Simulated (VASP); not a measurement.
# CsTl3 (Pm-3m) in VASP: relaxation of cell and atoms with PBE

Aim: the relaxation of cell and atoms of CsTl3 with PBE.

Everything below comes from runs of VASP 6.6.1. Logs are shortened: lines on timing, memory, paths and dates and some standing lists are left out, and cuts for length are marked.

## (1) The cell of the first run

It takes space group Pm-3m (No. 221, cubic). Conventional cell: a = 5.364 Å, b = 5.364 Å, c = 5.364 Å, α = 90.00°, β = 90.00°, γ = 90.00°. Cs (site symmetry m-3m) has 12 Tl at 3.79 Å within 5.0 Å. Within 5.0 Å of Tl (site symmetry 4/mmm) lie 4 Cs at 3.79 Å and 8 Tl at 3.79 Å.

## (2) Relaxation of cell and atoms, PBE

INCAR

```
SYSTEM = CsTl3
  PREC = Accurate
  ENCUT = 600
  EDIFF = 1E-6
  ISMEAR = 0
  SIGMA = 0.1
  LREAL = .FALSE.
  LASPH = .TRUE.
  NELM = 100
  ALGO = Normal
  ISIF = 3
  LWAVE = .FALSE.
  LCHARG = .FALSE.
  GGA = PE
  IBRION = 2
  NSW = 100
  EDIFFG = -0.01
```

KPOINTS

```
Automatic mesh
0
G
  10 10 10
  0 0 0
```

POSCAR

```
CsTl3
1.0
    5.3637218200      0.0000000000      0.0000000000
    0.0000000000      5.3637218200      0.0000000000
    0.0000000000      0.0000000000      5.3637218200
Cs Tl
1 3
Direct
    0.0000000000      0.0000000000      0.0000000000
    0.5000000000      0.5000000000      0.0000000000
    0.5000000000      0.0000000000      0.5000000000
    0.0000000000      0.5000000000      0.5000000000
```

Potentials or basis: VASP PAW PBE potentials, release 64 (Cs_sv, Tl_d).

The run is started by

```
cat potpaw_PBE.64/Cs_sv/POTCAR potpaw_PBE.64/Tl_d/POTCAR > POTCAR
mpirun -np 1 vasp_std > vasp.out
```

OUTCAR:

```text
SYSTEM = CsTl3
   PREC = Accurate
   ENCUT = 600
   EDIFF = 1E-6
   ISMEAR = 0
   LREAL = .FALSE.
   LASPH = .TRUE.
   NELM = 100
   ISIF = 3
   GGA = PE
   IBRION = 2
   NSW = 100
   EDIFFG = -0.01

 ion  position               nearest neighbor table
   1  0.000  0.000  0.000-
   2  0.500  0.500  0.000-   3 3.79   4 3.79   3 3.79   4 3.79   3 3.79   3 3.79   4 3.79   4 3.79

   3  0.500  0.000  0.500-   2 3.79   4 3.79   2 3.79   2 3.79   4 3.79   2 3.79   4 3.79   4 3.79

   4  0.000  0.500  0.500-   2 3.79   3 3.79   2 3.79   3 3.79   2 3.79   3 3.79   2 3.79   3 3.79

  LATTYP: Found a simple cubic cell.
 ALAT       =     5.3637218200

  Lattice vectors:

 A1 = (   5.3637218200,   0.0000000000,   0.0000000000)
 A2 = (   0.0000000000,   5.3637218200,   0.0000000000)
 A3 = (   0.0000000000,   0.0000000000,   5.3637218200)

Analysis of symmetry for initial positions (statically):
=====================================================================
 Subroutine PRICEL returns:
 Original cell was already a primitive cell.

 Routine SETGRP: Setting up the symmetry group for a
 simple cubic supercell.

 Subroutine GETGRP returns: Found 48 space group operations
 (whereof 48 operations were pure point group operations)
 out of a pool of 48 trial point group operations.

The static configuration has the point symmetry O_h .

Analysis of symmetry for dynamics (positions and initial velocities):
=====================================================================
 Subroutine PRICEL returns:
 Original cell was already a primitive cell.

 Routine SETGRP: Setting up the symmetry group for a
 simple cubic supercell.

 Subroutine GETGRP returns: Found 48 space group operations
 (whereof 48 operations were pure point group operations)
 out of a pool of 48 trial point group operations.

The dynamic configuration has the point symmetry O_h .

 Subroutine INISYM returns: Found 48 space group operations
 (whereof 48 operations are pure point group operations),
 and found     1 'primitive' translations

----------------------------------------------------------------------------------------

                                     Primitive cell

  volume of cell :     154.3117

  direct lattice vectors                    reciprocal lattice vectors
     5.363721820  0.000000000  0.000000000     0.186437708  0.000000000  0.000000000
     0.000000000  5.363721820  0.000000000     0.000000000  0.186437708  0.000000000
     0.000000000  0.000000000  5.363721820     0.000000000  0.000000000  0.186437708

  length of vectors
     5.363721820  5.363721820  5.363721820     0.186437708  0.186437708  0.186437708

  position of ions in fractional coordinates (direct lattice)
     0.000000000  0.000000000  0.000000000
     0.500000000  0.500000000  0.000000000
     0.500000000  0.000000000  0.500000000
     0.000000000  0.500000000  0.500000000

  ion indices of the primitive-cell ions
   primitive index   ion index
                 1           1
                 2           2
                 3           3
                 4           4

----------------------------------------------------------------------------------------

 KPOINTS: Automatic mesh

Automatic generation of k-mesh.
 Grid dimensions read from file:
 generate k-points for:   10   10   10

 Generating k-lattice:

  Cartesian coordinates                     Fractional coordinates (reciprocal lattice)
     0.018643771  0.000000000  0.000000000     0.100000000  0.000000000  0.000000000
     0.000000000  0.018643771  0.000000000     0.000000000  0.100000000  0.000000000
     0.000000000  0.000000000  0.018643771     0.000000000  0.000000000  0.100000000

  Length of vectors
     0.018643771  0.018643771  0.018643771

  Shift w.r.t. Gamma in fractional coordinates (k-lattice)
     0.000000000  0.000000000  0.000000000

 Subroutine IBZKPT returns following result:
 ===========================================

 Found     56 irreducible k-points:

 Following reciprocal coordinates:
            Coordinates               Weight
  0.000000  0.000000  0.000000      1.000000
  0.100000  0.000000  0.000000      6.000000
  0.200000  0.000000  0.000000      6.000000
  0.300000  0.000000  0.000000      6.000000
  0.400000  0.000000  0.000000      6.000000
  0.500000  0.000000  0.000000      3.000000
[... 16 lines left out ...]
  0.200000  0.100000  0.100000     24.000000
  0.300000  0.100000  0.100000     24.000000
 [... further k-points ...]
   k-points           NKPTS =     56   k-points in BZ     NKDIM =     56   number of bands    NBANDS=     28
   number of dos      NEDOS =    301   number of ions     NIONS =      4
   total plane-waves  NPLWV = 110592
   dimension x,y,z NGX =    48 NGY =   48 NGZ =   48
   dimension x,y,z NGXF=    96 NGYF=   96 NGZF=   96
   ions per type =               1   3
   NGX,Y,Z   is equivalent  to a cutoff of  14.88, 14.88, 14.88 a.u.
   NGXF,Y,Z  is equivalent  to a cutoff of  29.75, 29.75, 29.75 a.u.
 SYSTEM =  CsTl3
   PREC   = accura    normal or accurate (medium, high low for compatibility)
   ISTART =      0    job   : 0-new  1-cont  2-samecut
   ICHARG =      2    charge: 1-file 2-atom 10-const
   ISPIN  =      1    spin polarized calculation?
   LNONCOLLINEAR =      F non collinear calculations
   LSORBIT =      F    spin-orbit coupling
   LASPH  =      T    aspherical Exc in radial PAW
   ENCUT  =  600.0 eV  44.10 Ry    6.64 a.u.  10.71 10.71 10.71*2*pi/ulx,y,z
   NELM   =    100;   NELMIN=  2; NELMDL= -5     # of ELM steps
   EDIFF  = 0.1E-05   stopping-criterion for ELM
   LREAL  =      F    real-space projection
   EDIFFG = -.1E-01   stopping-criterion for IOM
   NSW    =    100    number of steps for IOM
   IBRION =      2    ionic relax: 0-MD 1-quasi-New 2-CG
   NFREE  =      1    steps in history (QN), initial steepest desc. (CG)
   ISIF   =      3    stress and relaxation
   ISYM   =      2    0-nonsym 1-usesym 2-fastsym
   POTIM  = 0.5000    time-step for ionic-motion
   TEBEG  =    0.0;   TEEND  =   0.0 temperature during run
   PSTRESS=    0.0 pullay stress
   NELECT =      48.0000    total number of electrons
   NUPDOWN=      -1.0000    fix difference up-down
   EMIN   =  10.00;   EMAX   =-10.00  energy-range for DOS
   EFERMI =   0.00;   METHOD = LEGACY
   ISMEAR =     0;   SIGMA  =   0.10  broadening in eV -4-tet -1-fermi 0-gaus
   EFERMI_NEDOS =   21; number of points for ismear=-14 and -15
   IALGO  =     38    algorithm
   IMIX   =      4    mixing-type and parameters
     AMIX     =   0.40;   BMIX     =  1.00
     AMIX_MAG =   1.60;   BMIX_MAG =  1.00
  volume/ion in A,a.u.               =      38.58       260.34
  Fermi-wavevector in a.u.,A,eV,Ry     =   1.109232  2.096144 16.740544  1.230395
  Thomas-Fermi vector in A             =   2.245769
   LORBIT       =      0    0 simple, 1 ext, 2 COOP (PROOUT), +10 PAW based schemes
   GGA     = PE    functional components
   LHFCALC =     F    Hartree Fock is set to
   AEXX    =    0.0000 exact exchange contribution
   IVDW    =     0    specifies the selected vdW correction
   LEPSILON=     F    determine dielectric tensor
   LRPA    =     F    only Hartree local field effects (RPA)
 conjugate gradient relaxation of ions
 non-spin polarized calculation
 Gauss-broadening in eV      SIGMA  =   0.10
  energy-cutoff  :      600.00
  volume of cell :      154.31
 maximum number of plane-waves:      5232
 NGX is ok and might be reduce to    48
   NGX = 21   NGY = 21   NGZ = 21

--------------------------------------- Ionic step        1  -------------------------------------------

 number of electron      47.9999997 magnetization

 Free energy of the ion-electron system (eV)
  ---------------------------------------------------
  ext. energy  EPLUGINS =         0.00000000
  ---------------------------------------------------
  free energy    TOTEN  =        -7.10885414 eV

  energy without entropy =       -7.09170291  energy(sigma->0) =       -7.10027852

------------------------ aborting loop because EDIFF is reached ----------------------------------------

  FORCE on cell =-STRESS in cart. coord.  units (eV):
  Direction    XX          YY          ZZ          XY          YZ          ZX
  --------------------------------------------------------------------------------------
  -------------------------------------------------------------------------------------
  Total        0.3492050      0.3492050      0.3492050      0.0000000     -0.0000000     -0.0000000
  in kB        3.6257038      3.6257038      3.6257038      0.0000000     -0.0000000     -0.0000000
  external PRESSURE =       3.6257038 kB  Pullay stress =       0.0000000 kB
[... 61 lines left out ...]
  energy  without entropy=       -7.0948556407  energy(sigma->0) =       -7.10352957

--------------------------------------- Ionic step        3  -------------------------------------------

 number of electron      48.0000003 magnetization

 Free energy of the ion-electron system (eV)
  ---------------------------------------------------
  ext. energy  EPLUGINS =         0.00000000
  ---------------------------------------------------
  free energy    TOTEN  =        -7.11322141 eV

  energy without entropy =       -7.09568303  energy(sigma->0) =       -7.10445222

 E-fermi :   3.9199     XC(G=0):  -8.7406

 val. band max:        3.9011263733   @ k =   0.3000   0.3000   0.3000
 cond. band min:       3.9225840252   @ k =   0.5000   0.2000   0.0000
 fundamental gap:      0.0214576519
 Fermi energy:         3.9199307771

 k-point     1 :       0.0000    0.0000    0.0000
  band No.  band energies     occupation
      1     -18.4150      2.00000
      2      -7.8136      2.00000
      3      -7.8136      2.00000
      4      -7.8136      2.00000
      5      -7.7660      2.00000
      6      -7.7660      2.00000
[... 733 lines left out ...]
     27       5.4318      0.00000
     28       6.3545      0.00000

 [... further k-points ...]
[... 5 lines left out ...]
  --------------------------------------------------------------------------------------
  -------------------------------------------------------------------------------------
  Total        0.0125477      0.0125477      0.0125477      0.0000000     -0.0000000      0.0000000
  in kB        0.1272030      0.1272030      0.1272030      0.0000000     -0.0000000      0.0000000
  external PRESSURE =       0.1272030 kB  Pullay stress =       0.0000000 kB
[... 19 lines left out ...]
  FREE ENERGIE OF THE ION-ELECTRON SYSTEM (eV)
  ---------------------------------------------------
  free  energy   TOTEN  =        -7.1132214101 eV

  energy  without entropy=       -7.0956830340  energy(sigma->0) =       -7.10445222

 reached required accuracy - stopping structural energy minimisation
```

Run time: 6.5 min. Hardware: 1 thread of Intel Xeon Platinum 8259CL at 2.50GHz (Skylake/Cascade Lake), shared host; peak memory 0.51 GiB.

Results:

- Free energy: -7.1132 eV
- Relaxed volume: 39.51 Å³/atom
- Relaxed cell: a = 5.407 Å, b = 5.407 Å, c = 5.407 Å, α = 90.00°, β = 90.00°, γ = 90.00°
- Space group after relaxing (to 0.05 Å): Pm-3m (No. 221)
- Energy gained by relaxing: 1.1 meV/atom
- Ionic steps: 3
- Pressure after relaxing: 0.0 GPa
- Band gap on the k mesh: zero (band 24 reaches 4.53 eV, above the bottom of band 25 at 3.49 eV)

The path:
| step | energy change (eV) | largest force (eV/Å) | pressure (GPa) | volume (Å³) |
| --- | --- | --- | --- | --- |
| 1 | 0.0000 | 0.0000 | 0.36 | 154.31 |
| 2 | -0.0033 | 0.0000 | 0.18 | 156.27 |
| 3 | -0.0044 | 0.0000 | 0.01 | 158.04 |

Final structure:
```cif
data_structure
_symmetry_space_group_name_H-M 'P 1'
_symmetry_Int_Tables_number 1
_cell_length_a 5.4066
_cell_length_b 5.4066
_cell_length_c 5.4066
_cell_angle_alpha 90.000
_cell_angle_beta 90.000
_cell_angle_gamma 90.000
_cell_volume 158.04
loop_
_atom_site_label
_atom_site_type_symbol
_atom_site_fract_x
_atom_site_fract_y
_atom_site_fract_z
_atom_site_occupancy
Cs1 Cs 0.00000 0.00000 0.00000 1
Tl1 Tl 0.50000 0.50000 0.00000 1
Tl2 Tl 0.50000 0.00000 0.50000 1
Tl3 Tl 0.00000 0.50000 0.50000 1
```

Caveat: spin-orbit coupling is left out, which moves the levels of the heavy elements.
